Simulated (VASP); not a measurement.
# Si3N4 (P-43m) in VASP: notebook

The runs below take Si3N4 through relaxation of cell and atoms, single point, with PBEsol, BLYP+D3(BJ), PBE.

Program: VASP 6.6.1. These are calculated values, not measurements. Logs are shortened: lines on timing, memory, paths and dates and some standing lists are left out, and cuts for length are marked.

### 1 The cell of the first run

It takes space group P-43m (No. 215, cubic). The conventional cell has a = 4.131 Å, b = 4.131 Å, c = 4.131 Å, α = 90.00°, β = 90.00°, γ = 90.00°. Within 2.3 Å of Si (site symmetry -42m) lie 4 N at 1.77 Å. Within 2.3 Å of N (site symmetry 3m) lie 3 Si at 1.77 Å.

### 2 Relaxation of cell and atoms, PBEsol

INCAR

```
SYSTEM = Si3N4
PREC = Accurate
ENCUT = 600
EDIFF = 1E-6
ISMEAR = -1
SIGMA = 0.05
LREAL = .False.
LASPH = .True.
NELM = 80
ALGO = Normal
ISIF = 3
LWAVE = .False.
LCHARG = .False.
GGA = PS
IBRION = 2
NSW = 60
EDIFFG = -0.01
```

KPOINTS

```
regular mesh
0
Gamma
  7 7 7
  0 0 0
```

POSCAR

```
Si3N4
1.0
    4.1307800000      0.0000000000      0.0000000000
    0.0000000000      4.1307800000      0.0000000000
    0.0000000000      0.0000000000      4.1307800000
Si N
3 4
Direct
    0.0000000000      0.0000000000      0.5000000000
    0.5000000000      0.0000000000      0.0000000000
    0.0000000000      0.5000000000      0.0000000000
    0.2395200000      0.2395200000      0.7604800000
    0.7604800000      0.7604800000      0.7604800000
    0.2395200000      0.7604800000      0.2395200000
    0.7604800000      0.2395200000      0.2395200000
```

Potentials or basis: VASP PAW PBE potentials, release 64 (Si, N).

Command:

```sh
cat potpaw_PBE.64/Si/POTCAR potpaw_PBE.64/N/POTCAR > POTCAR
mpirun -np 1 vasp_std > vasp.out
```

OUTCAR:

```text
SYSTEM = Si3N4
   PREC = Accurate
   ENCUT = 600
   EDIFF = 1E-6
   ISMEAR = -1
   LREAL = .False.
   LASPH = .True.
   NELM = 80
   ISIF = 3
   GGA = PS
   IBRION = 2
   NSW = 60
   EDIFFG = -0.01

 ion  position               nearest neighbor table
   1  0.000  0.000  0.500-   4 1.77   5 1.77   6 1.77   7 1.77   2 2.92   3 2.92   2 2.92   3 2.92
                             3 2.92   3 2.92   2 2.92   2 2.92
   2  0.500  0.000  0.000-   4 1.77   5 1.77   6 1.77   7 1.77   1 2.92   3 2.92   1 2.92   3 2.92
                             1 2.92   3 2.92   1 2.92   3 2.92
   3  0.000  0.500  0.000-   4 1.77   5 1.77   6 1.77   7 1.77   1 2.92   2 2.92   1 2.92   1 2.92
                             2 2.92   1 2.92   2 2.92   2 2.92
   4  0.240  0.240  0.760-   1 1.77   2 1.77   3 1.77
   5  0.760  0.760  0.760-   1 1.77   2 1.77   3 1.77
   6  0.240  0.760  0.240-   1 1.77   2 1.77   3 1.77
   7  0.760  0.240  0.240-   1 1.77   2 1.77   3 1.77

  LATTYP: Found a simple cubic cell.
 ALAT       =     4.1307800000

  Lattice vectors:

 A1 = (   4.1307800000,   0.0000000000,   0.0000000000)
 A2 = (   0.0000000000,   4.1307800000,   0.0000000000)
 A3 = (   0.0000000000,   0.0000000000,   4.1307800000)

Analysis of symmetry for initial positions (statically):
=====================================================================
 Subroutine PRICEL returns:
 Original cell was already a primitive cell.

 Routine SETGRP: Setting up the symmetry group for a
 simple cubic supercell.

 Subroutine GETGRP returns: Found 24 space group operations
 (whereof 24 operations were pure point group operations)
 out of a pool of 48 trial point group operations.

The static configuration has the point symmetry T_d .

Analysis of symmetry for dynamics (positions and initial velocities):
=====================================================================
 Subroutine PRICEL returns:
 Original cell was already a primitive cell.

 Routine SETGRP: Setting up the symmetry group for a
 simple cubic supercell.

 Subroutine GETGRP returns: Found 24 space group operations
 (whereof 24 operations were pure point group operations)
 out of a pool of 48 trial point group operations.

The dynamic configuration has the point symmetry T_d .

 Subroutine INISYM returns: Found 24 space group operations
 (whereof 24 operations are pure point group operations),
 and found     1 'primitive' translations

----------------------------------------------------------------------------------------

                                     Primitive cell

  volume of cell :      70.4849

[... 85 lines left out ...]
   ISTART =      0    job   : 0-new  1-cont  2-samecut
   ICHARG =      2    charge: 1-file 2-atom 10-const
   ISPIN  =      1    spin polarized calculation?
   LNONCOLLINEAR =      F non collinear calculations
   LSORBIT =      F    spin-orbit coupling
   LASPH  =      T    aspherical Exc in radial PAW
   ENCUT  =  600.0 eV  44.10 Ry    6.64 a.u.   8.25  8.25  8.25*2*pi/ulx,y,z
   NELM   =     80;   NELMIN=  2; NELMDL= -5     # of ELM steps
   EDIFF  = 0.1E-05   stopping-criterion for ELM
   LREAL  =      F    real-space projection
   EDIFFG = -.1E-01   stopping-criterion for IOM
   NSW    =     60    number of steps for IOM
   IBRION =      2    ionic relax: 0-MD 1-quasi-New 2-CG
   NFREE  =      1    steps in history (QN), initial steepest desc. (CG)
   ISIF   =      3    stress and relaxation
   ISYM   =      2    0-nonsym 1-usesym 2-fastsym
   POTIM  = 0.5000    time-step for ionic-motion
   TEBEG  =    0.0;   TEEND  =   0.0 temperature during run
   PSTRESS=    0.0 pullay stress
   NELECT =      32.0000    total number of electrons
   NUPDOWN=      -1.0000    fix difference up-down
   EMIN   =  10.00;   EMAX   =-10.00  energy-range for DOS
   EFERMI =   0.00;   METHOD = LEGACY
   ISMEAR =    -1;   SIGMA  =   0.05  broadening in eV -4-tet -1-fermi 0-gaus
   EFERMI_NEDOS =   21; number of points for ismear=-14 and -15
   IALGO  =     38    algorithm
   IMIX   =      4    mixing-type and parameters
     AMIX     =   0.40;   BMIX     =  1.00
     AMIX_MAG =   1.60;   BMIX_MAG =  1.00
  volume/ion in A,a.u.               =      10.07        67.95
  Fermi-wavevector in a.u.,A,eV,Ry     =   1.258228  2.377707 21.539904  1.583138
  Thomas-Fermi vector in A             =   2.391848
   LORBIT       =      0    0 simple, 1 ext, 2 COOP (PROOUT), +10 PAW based schemes
   GGA     = PS    functional components
   LHFCALC =     F    Hartree Fock is set to
   AEXX    =    0.0000 exact exchange contribution
   IVDW    =     0    specifies the selected vdW correction
   LEPSILON=     F    determine dielectric tensor
   LRPA    =     F    only Hartree local field effects (RPA)
 conjugate gradient relaxation of ions
 non-spin polarized calculation
  energy-cutoff  :      600.00
  volume of cell :       70.48
 maximum number of plane-waves:      2373
 NGX is ok and might be reduce to    36
   NGX = 17   NGY = 17   NGZ = 17

--------------------------------------- Ionic step        1  -------------------------------------------

 number of electron      31.9999999 magnetization

 Free energy of the ion-electron system (eV)
  ---------------------------------------------------
  ext. energy  EPLUGINS =         0.00000000
  ---------------------------------------------------
  free energy    TOTEN  =       -58.52869542 eV

  energy without entropy =      -58.52869542  energy(sigma->0) =      -58.52869542

------------------------ aborting loop because EDIFF is reached ----------------------------------------

  FORCE on cell =-STRESS in cart. coord.  units (eV):
  Direction    XX          YY          ZZ          XY          YZ          ZX
  --------------------------------------------------------------------------------------
  -------------------------------------------------------------------------------------
  Total       -1.7544916     -1.7544916     -1.7544916     -0.0000000     -0.0000000     -0.0000000
  in kB      -39.8809669    -39.8809669    -39.8809669     -0.0000000     -0.0000000     -0.0000000
  external PRESSURE =     -39.8809669 kB  Pullay stress =       0.0000000 kB
[... 151 lines left out ...]
--------------------------------------- Ionic step        5  -------------------------------------------

 number of electron      31.9999998 magnetization

 Free energy of the ion-electron system (eV)
  ---------------------------------------------------
  ext. energy  EPLUGINS =         0.00000000
  ---------------------------------------------------
  free energy    TOTEN  =       -58.54428255 eV

  energy without entropy =      -58.54428255  energy(sigma->0) =      -58.54428255

 E-fermi :   8.0533     XC(G=0): -11.4397

 val. band max:        6.9151497096   @ k =   0.4286   0.4286   0.4286
 cond. band min:       9.5266607595   @ k =   0.0000   0.0000   0.0000
 fundamental gap:      2.6115110500
 Fermi energy:         8.0533252442

 k-point     1 :       0.0000    0.0000    0.0000
  band No.  band energies     occupation
      1     -11.1645      2.00000
      2      -7.1645      2.00000
      3      -7.1645      2.00000
      4      -7.1645      2.00000
      5      -1.7591      2.00000
      6      -1.7591      2.00000
[... 483 lines left out ...]
  FREE ENERGIE OF THE ION-ELECTRON SYSTEM (eV)
  ---------------------------------------------------
  free  energy   TOTEN  =       -58.5442825492 eV

  energy  without entropy=      -58.5442825492  energy(sigma->0) =      -58.54428255

 reached required accuracy - stopping structural energy minimisation
```

It took 38 s on 1 thread of Intel Xeon 6975P-C (Granite Rapids), shared host; peak memory 0.21 GiB.

Results:

* Free energy: -58.5443 eV
* Relaxed volume: 9.89 Å³/atom
* Relaxed cell: a = 4.106 Å, b = 4.106 Å, c = 4.106 Å, α = 90.00°, β = 90.00°, γ = 90.00°
* Space group after relaxing (to 0.05 Å): P-43m (No. 215)
* Energy gained by relaxing: 2.2 meV/atom
* Ionic steps: 5
* Pressure after relaxing: 0.0 GPa
* Band gap on the k mesh: 2.61 eV, indirect (least direct gap 2.80 eV)

The path:
```
step  energy change (eV)  largest force (eV/Å)  pressure (GPa)  volume (Å³)
   1              0.0000                0.0478           -3.99        70.48
   2              0.0106                0.3365            5.46        67.96
   3             -0.0140                0.1113           -0.08        69.38
   4             -0.0154                0.0318           -0.05        69.26
   5             -0.0156                0.0009           -0.03        69.22
```

Final structure:
```xyz
7
Lattice="4.1058 0.0000 0.0000 0.0000 4.1058 0.0000 0.0000 0.0000 4.1058" Properties=species:S:1:pos:R:3 pbc="T T T"
Si    0.0000    0.0000    2.0529
Si    2.0529    0.0000    0.0000
Si    0.0000    2.0529    0.0000
N     0.9867    0.9867    3.1192
N     3.1192    3.1192    3.1192
N     0.9867    3.1192    0.9867
N     3.1192    0.9867    0.9867
```

Caveat: the PAW data sets were made with another functional, which shifts forces and pressure a little. A k mesh can miss the band edges.

(Part 1 of 2 ends here.)
